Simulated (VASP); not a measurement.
Here is a VASP 6.6.1 calculation.

INCAR

```
SYSTEM = Sn
PREC = Accurate ; ENCUT = 520
EDIFF = 1E-6 ; ISMEAR = -1
SIGMA = 0.1 ; LREAL = .FALSE.
LASPH = .TRUE. ; NELM = 60
ALGO = Normal ; ISIF = 2
LWAVE = .FALSE. ; LCHARG = .FALSE.
GGA = PS ; NBANDS = 13
```

File KPOINTS:

```
regular mesh
0
G
  11 11 11
  0 0 0
```

POSCAR

```
Sn
1.0
   -1.8292644625      1.8292644625      1.8292644625
    1.8292644625     -1.8292644625      1.8292644625
    1.8292644625      1.8292644625     -1.8292644625
Sn
1
Direct
    0.0000000000      0.0000000000      0.0000000000
```

Potentials or basis: VASP PAW PBE potentials, release 64 (Sn_d).

Command:

```console
$ cat potpaw_PBE.64/Sn_d/POTCAR > POTCAR
$ mpirun -np 1 vasp_std > vasp.out
```

Q: Predict the band gap on the k mesh.

A: Zero (band 7 reaches 18.23 eV, above the bottom of band 8 at 6.53 eV).

Q: Predict the pressure.

A: 4.6 GPa.

Caveat: the PAW data sets were made with another functional, which shifts forces and pressure a little; spin-orbit coupling is left out, which moves the levels of the heavy elements.
